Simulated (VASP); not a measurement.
# BiSb (rocksalt type) (Fm-3m) in VASP: further runs

The runs below take BiSb (rocksalt type) through single point, with LDA.

All numbers are computed with VASP 6.6.1; they aren't measurements. Logs are shortened: lines on timing, memory, paths and dates and some standing lists are left out, and cuts for length are marked.

**1. The cell of the first run**

Symmetry: Fm-3m, No. 225, cubic system. The conventional cell has a = 5.705 Å, b = 5.705 Å, c = 5.705 Å, α = 90.00°, β = 90.00°, γ = 90.00°. Within 3.8 Å of Sb (site symmetry m-3m) lie 6 Bi at 2.85 Å. Bi (site symmetry m-3m) has 6 Sb at 2.85 Å within 3.8 Å.

**2. Single point, LDA (23.20 Å³/atom)**

Contents of INCAR:

```
ALGO     = Normal         # electronic algorithm
EDIFF    = 1E-6           # SCF threshold, eV
ENCUT    = 520            # plane-wave cutoff, eV
ISIF     = 2              # what is computed and relaxed
ISMEAR   = -1             # smearing method
LASPH    = T              # aspherical terms in the spheres
LCHARG   = T              # write CHGCAR
LELF     = T              # ELF
LREAL    = F              # projectors in reciprocal space
LVHAR    = T            
LWAVE    = F              # write WAVECAR
NBANDS   = 17             # bands
NELM     = 80             # most SCF steps
PREC     = Accurate       # precision mode
SIGMA    = 0.1            # smearing width, eV
```

Contents of KPOINTS:

```
k-points
0
Gamma
  12 12 12
```

Contents of POSCAR:

```
BiSb
1.0
    0.0000000000      2.8522776991      2.8522776991
    2.8522776991      0.0000000000      2.8522776991
    2.8522776991      2.8522776991      0.0000000000
Sb Bi
1 1
Direct
    0.0000000000      0.0000000000      0.0000000000
    0.5000000000      0.5000000000      0.5000000000
```

Potentials or basis: VASP PAW LDA potentials, release 64 (Sb, Bi_d).

Command:

```bash
> cat potpaw_LDA.64/Sb/POTCAR potpaw_LDA.64/Bi_d/POTCAR > POTCAR
> mpirun -np 1 vasp_std > vasp.out
```

OUTCAR:

```text
EDIFF = 1E-6
   ENCUT = 520
   ISIF = 2
   ISMEAR = -1
   LASPH = T
   LREAL = F
   NELM = 80
   PREC = Accurate

 ion  position               nearest neighbor table
   1  0.000  0.000  0.000-   2 2.85   2 2.85   2 2.85   2 2.85   2 2.85   2 2.85
   2  0.500  0.500  0.500-   1 2.85   1 2.85   1 2.85   1 2.85   1 2.85   1 2.85

  LATTYP: Found a face centered cubic cell.
 ALAT       =     5.7045553982

  Lattice vectors:

 A1 = (   0.0000000000,   2.8522776991,   2.8522776991)
 A2 = (   2.8522776991,   0.0000000000,   2.8522776991)
 A3 = (   2.8522776991,   2.8522776991,   0.0000000000)

Analysis of symmetry for initial positions (statically):
=====================================================================
 Subroutine PRICEL returns:
 Original cell was already a primitive cell.

 Routine SETGRP: Setting up the symmetry group for a
 face centered cubic supercell.

 Subroutine GETGRP returns: Found 48 space group operations
 (whereof 48 operations were pure point group operations)
 out of a pool of 48 trial point group operations.

The static configuration has the point symmetry O_h .

Analysis of symmetry for dynamics (positions and initial velocities):
=====================================================================
 Subroutine PRICEL returns:
 Original cell was already a primitive cell.

 Routine SETGRP: Setting up the symmetry group for a
 face centered cubic supercell.

 Subroutine GETGRP returns: Found 48 space group operations
 (whereof 48 operations were pure point group operations)
 out of a pool of 48 trial point group operations.

The dynamic configuration has the point symmetry O_h .

 Subroutine INISYM returns: Found 48 space group operations
 (whereof 48 operations are pure point group operations),
 and found     1 'primitive' translations

----------------------------------------------------------------------------------------

                                     Primitive cell

  volume of cell :      46.4093

  direct lattice vectors                    reciprocal lattice vectors
     0.000000000  2.852277699  2.852277699    -0.175298499  0.175298499  0.175298499
     2.852277699  0.000000000  2.852277699     0.175298499 -0.175298499  0.175298499
     2.852277699  2.852277699  0.000000000     0.175298499  0.175298499 -0.175298499

  length of vectors
     4.033729806  4.033729806  4.033729806     0.303625907  0.303625907  0.303625907

  position of ions in fractional coordinates (direct lattice)
     0.000000000  0.000000000  0.000000000
     0.500000000  0.500000000  0.500000000

  ion indices of the primitive-cell ions
   primitive index   ion index
                 1           1
                 2           2

----------------------------------------------------------------------------------------

 KPOINTS: k-points

Automatic generation of k-mesh.
 Grid dimensions read from file:
 generate k-points for:   12   12   12

 Generating k-lattice:

  Cartesian coordinates                     Fractional coordinates (reciprocal lattice)
    -0.014608208  0.014608208  0.014608208     0.083333333  0.000000000  0.000000000
     0.014608208 -0.014608208  0.014608208     0.000000000  0.083333333  0.000000000
     0.014608208  0.014608208 -0.014608208     0.000000000  0.000000000  0.083333333

  Length of vectors
     0.025302159  0.025302159  0.025302159

  Shift w.r.t. Gamma in fractional coordinates (k-lattice)
     0.000000000  0.000000000  0.000000000

 Subroutine IBZKPT returns following result:
 ===========================================

 Found     72 irreducible k-points:

 Following reciprocal coordinates:
            Coordinates               Weight
  0.000000  0.000000  0.000000      1.000000
  0.083333  0.000000  0.000000      8.000000
  0.166667  0.000000  0.000000      8.000000
  0.250000  0.000000  0.000000      8.000000
  0.333333  0.000000  0.000000      8.000000
  0.416667  0.000000  0.000000      8.000000
[... 16 lines left out ...]
  0.500000  0.166667  0.000000     24.000000
 -0.416667  0.166667  0.000000     24.000000
 [... further k-points ...]
   k-points           NKPTS =     72   k-points in BZ     NKDIM =     72   number of bands    NBANDS=     17
   number of dos      NEDOS =    301   number of ions     NIONS =      2
   total plane-waves  NPLWV =  27000
   dimension x,y,z NGX =    30 NGY =   30 NGZ =   30
   dimension x,y,z NGXF=    60 NGYF=   60 NGZF=   60
   ions per type =               1   1
   NGX,Y,Z   is equivalent  to a cutoff of  12.36, 12.36, 12.36 a.u.
   NGXF,Y,Z  is equivalent  to a cutoff of  24.73, 24.73, 24.73 a.u.
 SYSTEM =  unknown system
   PREC   = accura    normal or accurate (medium, high low for compatibility)
   ISTART =      0    job   : 0-new  1-cont  2-samecut
   ICHARG =      2    charge: 1-file 2-atom 10-const
   ISPIN  =      1    spin polarized calculation?
   LNONCOLLINEAR =      F non collinear calculations
   LSORBIT =      F    spin-orbit coupling
   LASPH  =      T    aspherical Exc in radial PAW
   ENCUT  =  520.0 eV  38.22 Ry    6.18 a.u.   7.50  7.50  7.50*2*pi/ulx,y,z
   NELM   =     80;   NELMIN=  2; NELMDL= -5     # of ELM steps
   EDIFF  = 0.1E-05   stopping-criterion for ELM
   LREAL  =      F    real-space projection
[... 7 lines left out ...]
   TEBEG  =    0.0;   TEEND  =   0.0 temperature during run
   PSTRESS=    0.0 pullay stress
   NELECT =      20.0000    total number of electrons
   NUPDOWN=      -1.0000    fix difference up-down
   EMIN   =  10.00;   EMAX   =-10.00  energy-range for DOS
   EFERMI =   0.00;   METHOD = LEGACY
   ISMEAR =    -1;   SIGMA  =   0.10  broadening in eV -4-tet -1-fermi 0-gaus
   EFERMI_NEDOS =   21; number of points for ismear=-14 and -15
   IALGO  =     38    algorithm
   IMIX   =      4    mixing-type and parameters
     AMIX     =   0.40;   BMIX     =  1.00
     AMIX_MAG =   1.60;   BMIX_MAG =  1.00
  volume/ion in A,a.u.               =      23.20       156.59
  Fermi-wavevector in a.u.,A,eV,Ry     =   1.236563  2.336766 20.804517  1.529089
  Thomas-Fermi vector in A             =   2.371167
   LORBIT       =      0    0 simple, 1 ext, 2 COOP (PROOUT), +10 PAW based schemes
   GGA     = CA    functional components
   LHFCALC =     F    Hartree Fock is set to
   AEXX    =    0.0000 exact exchange contribution
   IVDW    =     0    specifies the selected vdW correction
   LEPSILON=     F    determine dielectric tensor
   LRPA    =     F    only Hartree local field effects (RPA)
 non-spin polarized calculation
  energy-cutoff  :      520.00
  volume of cell :       46.41
 maximum number of plane-waves:      1283
 NGX is ok and might be reduce to    30
   NGX = 15   NGY = 15   NGZ = 15

 number of electron      19.9999992 magnetization

 Free energy of the ion-electron system (eV)
  ---------------------------------------------------
  ext. energy  EPLUGINS =         0.00000000
  ---------------------------------------------------
  free energy    TOTEN  =        -8.21049248 eV

  energy without entropy =       -8.18209431  energy(sigma->0) =       -8.19629339

 E-fermi :  11.3672     XC(G=0): -11.3767

 val. band max:       11.3526789676   @ k =  -0.3333   0.3333   0.1667
 cond. band min:      11.3840134734   @ k =   0.5000   0.0000   0.0000
 fundamental gap:      0.0313345058
 Fermi energy:        11.3671898314

 k-point     1 :       0.0000    0.0000    0.0000
  band No.  band energies     occupation
      1     -12.0493      2.00000
      2     -12.0493      2.00000
      3     -12.0121      2.00000
      4     -12.0121      2.00000
      5     -12.0121      2.00000
      6      -4.3465      2.00000
[... 9 lines left out ...]
     16      16.2289      0.00000
     17      16.8750      0.00000

 k-point     2 :       0.0833    0.0000    0.0000
  band No.  band energies     occupation
      1     -12.0512      2.00000
      2     -12.0512      2.00000
      3     -12.0119      2.00000
      4     -12.0104      2.00000
      5     -12.0104      2.00000
      6      -4.2487      2.00000
[... 9 lines left out ...]
     16      16.3935      0.00000
     17      17.9234      0.00000

 k-point     3 :       0.1667    0.0000    0.0000
  band No.  band energies     occupation
      1     -12.0569      2.00000
      2     -12.0569      2.00000
      3     -12.0113      2.00000
      4     -12.0052      2.00000
      5     -12.0052      2.00000
      6      -3.9563      2.00000
[... 9 lines left out ...]
     16      16.8640      0.00000
     17      19.6663      0.00000

 k-point     4 :       0.2500    0.0000    0.0000
  band No.  band energies     occupation
      1     -12.0653      2.00000
      2     -12.0653      2.00000
      3     -12.0107      2.00000
      4     -11.9974      2.00000
      5     -11.9974      2.00000
      6      -3.4727      2.00000
[... 9 lines left out ...]
     16      17.6110      0.00000
     17      21.7534      0.00000

 k-point     5 :       0.3333    0.0000    0.0000
  band No.  band energies     occupation
      1     -12.0741      2.00000
      2     -12.0741      2.00000
      3     -12.0103      2.00000
      4     -11.9892      2.00000
      5     -11.9892      2.00000
      6      -2.8086      2.00000
[... 9 lines left out ...]
     16      18.5932      0.00000
     17      24.0529      0.00000

 k-point     6 :       0.4167    0.0000    0.0000
  band No.  band energies     occupation
      1     -12.0806      2.00000
      2     -12.0806      2.00000
      3     -12.0100      2.00000
      4     -11.9830      2.00000
      5     -11.9830      2.00000
      6      -2.0072      2.00000
[... 9 lines left out ...]
     16      19.7335      0.00000
     17      23.1214      0.00000

 k-point     7 :       0.5000    0.0000    0.0000
  band No.  band energies     occupation
      1     -12.0830      2.00000
      2     -12.0830      2.00000
      3     -12.0099      2.00000
      4     -11.9807      2.00000
      5     -11.9807      2.00000
      6      -1.4274      2.00000
[... 9 lines left out ...]
     16      21.1530      0.00000
     17      21.3213      0.00000

 k-point     8 :       0.0833    0.0833    0.0000
  band No.  band energies     occupation
      1     -12.0556      2.00000
      2     -12.0478      2.00000
      3     -12.0135      2.00000
      4     -12.0090      2.00000
      5     -12.0090      2.00000
      6      -4.2161      2.00000
[... 9 lines left out ...]
     16      16.7033      0.00000
     17      17.9972      0.00000
[... 203 lines left out ...]
      1     -12.0726      2.00000
      2     -12.0439      2.00000
      3     -12.0173      2.00000
      4     -12.0004      2.00000
      5     -12.0004      2.00000
      6      -3.8265      2.00000
[... 9 lines left out ...]
     16      17.8959      0.00000
     17      19.6176      0.00000

 k-point    20 :       0.2500    0.1667    0.0000
  band No.  band energies     occupation
      1     -12.0829      2.00000
      2     -12.0445      2.00000
      3     -12.0183      2.00000
      4     -11.9948      2.00000
      5     -11.9934      2.00000
      6      -3.4728      2.00000
[... 9 lines left out ...]
     16      18.6797      0.00000
     17      20.4119      0.00000

 k-point    21 :       0.3333    0.1667    0.0000
  band No.  band energies     occupation
      1     -12.0913      2.00000
      2     -12.0505      2.00000
      3     -12.0164      2.00000
      4     -11.9899      2.00000
      5     -11.9852      2.00000
      6      -2.9351      2.00000
[... 9 lines left out ...]
     16      19.6191      0.00000
     17      21.7292      0.00000

 k-point    22 :       0.4167    0.1667    0.0000
  band No.  band energies     occupation
      1     -12.0959      2.00000
      2     -12.0594      2.00000
      3     -12.0123      2.00000
      4     -11.9867      2.00000
      5     -11.9789      2.00000
      6      -2.2352      2.00000
[... 9 lines left out ...]
     16      20.6907      0.00000
     17      22.4109      0.00000

 k-point    23 :       0.5000    0.1667    0.0000
  band No.  band energies     occupation
      1     -12.0954      2.00000
      2     -12.0684      2.00000
      3     -12.0074      2.00000
      4     -11.9855      2.00000
      5     -11.9766      2.00000
      6      -1.4640      2.00000
[... 9 lines left out ...]
     16      20.8330      0.00000
     17      22.1884      0.00000

 k-point    24 :      -0.4167    0.1667    0.0000
  band No.  band energies     occupation
      1     -12.0900      2.00000
      2     -12.0752      2.00000
      3     -12.0039      2.00000
      4     -11.9858      2.00000
      5     -11.9788      2.00000
      6      -1.2532      2.00000
[... 9 lines left out ...]
     16      19.4425      0.00000
     17      23.3488      0.00000

 [... further k-points ...]

------------------------ aborting loop because EDIFF is reached ----------------------------------------

  FORCE on cell =-STRESS in cart. coord.  units (eV):
  Direction    XX          YY          ZZ          XY          YZ          ZX
  --------------------------------------------------------------------------------------
  -------------------------------------------------------------------------------------
  Total        9.2467746      9.2467746      9.2467746      0.0000000      0.0000000      0.0000000
  in kB      319.2239286    319.2239286    319.2239286      0.0000000      0.0000000      0.0000000
  external PRESSURE =     319.2239286 kB  Pullay stress =       0.0000000 kB

 VOLUME and BASIS-vectors are now :
 -----------------------------------------------------------------------------
  energy-cutoff  :      520.00
  volume of cell :       46.41
      direct lattice vectors                 reciprocal lattice vectors
     0.000000000  2.852277699  2.852277699    -0.175298499  0.175298499  0.175298499
     2.852277699  0.000000000  2.852277699     0.175298499 -0.175298499  0.175298499
     2.852277699  2.852277699  0.000000000     0.175298499  0.175298499 -0.175298499

 POSITION                                       TOTAL-FORCE (eV/Angst)
 -----------------------------------------------------------------------------------
      0.00000      0.00000      0.00000         0.000000      0.000000     -0.000000
      2.85228      2.85228      2.85228        -0.000000     -0.000000      0.000000
 -----------------------------------------------------------------------------------
    total drift:                                0.000000     -0.000000      0.000000

  FREE ENERGIE OF THE ION-ELECTRON SYSTEM (eV)
  ---------------------------------------------------
  free  energy   TOTEN  =        -8.2104924761 eV

  energy  without entropy=       -8.1820943102  energy(sigma->0) =       -8.19629339
```

Run time: 23 s. Hardware: 1 thread of Intel Xeon 6975P-C (Granite Rapids), shared host; peak memory 0.18 GiB.

Results:

```
Free energy            : -8.2105 eV
Pressure               : 31.9 GPa
Band gap on the k mesh : zero (bands 10 and 11 overlap by 0.99 eV)
```

Caveat: the cell stands under pressure; spin-orbit coupling is left out, which moves the levels of the heavy elements.

**3. Single point, LDA**

This run uses another cell than the first one, of 23.26 Å³/atom.

Contents of INCAR:

```
SYSTEM = BiSb
  PREC = Accurate
  ENCUT = 520
  EDIFF = 1E-6
  ISMEAR = -1
  SIGMA = 0.1
  LREAL = .FALSE.
  LASPH = .TRUE.
  NELM = 60
  ALGO = Normal
  ISIF = 2
  LWAVE = .FALSE.
  LCHARG = .FALSE.
  NBANDS = 17
```

Contents of KPOINTS:

```
regular mesh
0
G
  12 12 12
  0 0 0
```

Contents of POSCAR:

```
BiSb
1.0
    0.0000000000      2.8545244979      2.8545244979
    2.8545244979      0.0000000000      2.8545244979
    2.8545244979      2.8545244979      0.0000000000
Sb Bi
1 1
Direct
    0.0000000000      0.0000000000      0.0000000000
    0.5000000000      0.5000000000      0.5000000000
```

Potentials or basis: VASP PAW LDA potentials, release 64 (Sb, Bi_d).

Command:

```bash
> cat potpaw_LDA.64/Sb/POTCAR potpaw_LDA.64/Bi_d/POTCAR > POTCAR
> mpirun -np 1 vasp_std > vasp.out
```

Run time: 19 s. Hardware: 1 thread of Intel Xeon 6975P-C (Granite Rapids), shared host; peak memory 0.18 GiB.

It converged, with:

```yaml
Free_energy: -8.2323 eV
Pressure: 31.5 GPa
Band_gap_on_the_k_mesh: zero (bands 10 and 11 overlap by 0.98 eV)
```

Levels at points of the mesh, in eV from the Fermi level:
| k point | band 8 | band 9 | band 10 | band 11 | band 12 | band 13 |
| --- | --- | --- | --- | --- | --- | --- |
| (0.00, 0.00, 0.00) | -2.22 | -2.22 | -2.22 | 3.88 | 3.88 | 3.88 |
| (0.50, 0.00, 0.00) | -0.81 | -0.81 | -0.77 | -0.77 | 0.01 | 0.43 |
| (0.50, 0.50, 0.00) | -7.74 | -4.94 | -4.94 | 1.39 | 7.01 | 7.01 |

Caveat: the cell stands under pressure; spin-orbit coupling is left out, which moves the levels of the heavy elements.

**4. Single point, LDA**

This run uses another cell than the first one, of 23.26 Å³/atom.

Contents of INCAR:

```
SYSTEM = BiSb
PREC     = Accurate       ! precision mode
ENCUT    = 520            ! plane-wave cutoff, eV
EDIFF    = 1E-6           ! SCF threshold, eV
ISMEAR   = -1             ! smearing method
SIGMA    = 0.1            ! smearing width, eV
LREAL    = .False.        ! projectors in reciprocal space
LASPH    = .True.         ! aspherical terms in the spheres
NELM     = 100            ! most SCF steps
ALGO     = Normal         ! electronic algorithm
ISIF     = 2              ! what is computed and relaxed
LWAVE    = .False.        ! write WAVECAR
LCHARG   = .False.        ! write CHGCAR
GGA      = CA             ! functional
NBANDS   = 17             ! bands
```

Contents of KPOINTS:

```
regular mesh
0
Gamma
  12 12 12
  0 0 0
```

Contents of POSCAR:

```
BiSb
1.0
    0.0000000000      2.8547081666      2.8547081666
    2.8547081666      0.0000000000      2.8547081666
    2.8547081666      2.8547081666      0.0000000000
Sb Bi
1 1
Direct
    0.0000000000      0.0000000000      0.0000000000
    0.5000000000      0.5000000000      0.5000000000
```

Command:

```bash
> cat potpaw_LDA.64/Sb/POTCAR potpaw_LDA.64/Bi_d/POTCAR > POTCAR
> mpirun -np 1 vasp_std > vasp.out
```

Wall time 19 s (1 thread of Intel Xeon 6975P-C (Granite Rapids), shared host); peak memory 0.18 GiB.

The run converged. Its results:

* Free energy: -8.2340 eV
* Pressure: 31.4 GPa
* Band gap on the k mesh: zero (bands 10 and 11 overlap by 0.98 eV)

Levels at points of the mesh, in eV from the Fermi level:
```
           k point  band 8  band 9  band 10  band 11  band 12  band 13
(0.00, 0.00, 0.00)   -2.22   -2.22    -2.22     3.88     3.88     3.88
(0.50, 0.00, 0.00)   -0.81   -0.81    -0.77    -0.77     0.01     0.43
(0.50, 0.50, 0.00)   -7.74   -4.94    -4.94     1.39     7.01     7.01
```

Caveat: the cell stands under pressure; spin-orbit coupling is left out, which moves the levels of the heavy elements.

(Part 1 of 2 ends here.)
